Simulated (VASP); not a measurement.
Write the native input for VASP 6.6.1 that does the following.

| Property | Result |
| --- | --- |
| Task | single point |
| Functional | LDA |
| Potentials or basis | VASP PAW LDA potentials, release 64 (Re_sv_GW) |
| Cutoff | 500 eV |
| k mesh | 9 × 9 × 5 |
| Occupations | fermi-dirac, width 0.05 eV |
| Spin | no spin polarisation |
| Dipole correction | no |
| Further INCAR settings | ALGO = Normal; EDIFF = 1e-06; NBANDS = 22 |

The structure of Re lies in POSCAR:

```
Re
1.0
    2.7408448224      0.0000260313      0.0000298480
   -1.3703998674      2.3736162030     -0.0000097615
    0.0000481992      0.0000096261      4.4064004138
Re
2
Direct
    0.3221392978      0.6627485170      0.2627902138
    0.6554795422      0.3294202130      0.7627875862
```

The input as run:

INCAR

```
PREC     = Accurate       # precision mode
ENCUT    = 500            # plane-wave cutoff, eV
EDIFF    = 1E-6           # SCF threshold, eV
ISMEAR   = -1             # smearing method
SIGMA    = 0.05           # smearing width, eV
LREAL    = F              # projectors in reciprocal space
LASPH    = T              # aspherical terms in the spheres
NELM     = 120            # most SCF steps
ALGO     = Normal         # electronic algorithm
ISIF     = 2              # what is computed and relaxed
LWAVE    = F              # write WAVECAR
LCHARG   = F              # write CHGCAR
GGA      = CA             # functional
NBANDS   = 22             # bands
GGA_COMPAT= F
```

KPOINTS

```
Automatic mesh
0
Gamma
  9 9 5
```

Potentials or basis: VASP PAW LDA potentials, release 64 (Re_sv_GW).

Run with:

```sh
$ cat potpaw_LDA.64/Re_sv_GW/POTCAR > POTCAR
$ mpirun -np 1 vasp_std > vasp.out
```

It gave:

```
Pressure               : -1.0 GPa
Band gap on the k mesh : zero (bands 15 and 16 overlap by 2.91 eV)
```

Caveat: spin-orbit coupling is left out, which moves the levels of the heavy elements.

Wall time 20 s on 1 thread of Intel(R) Xeon(R) 6975P-C (Granite Rapids) (shared host), peak memory 0.17 GiB.
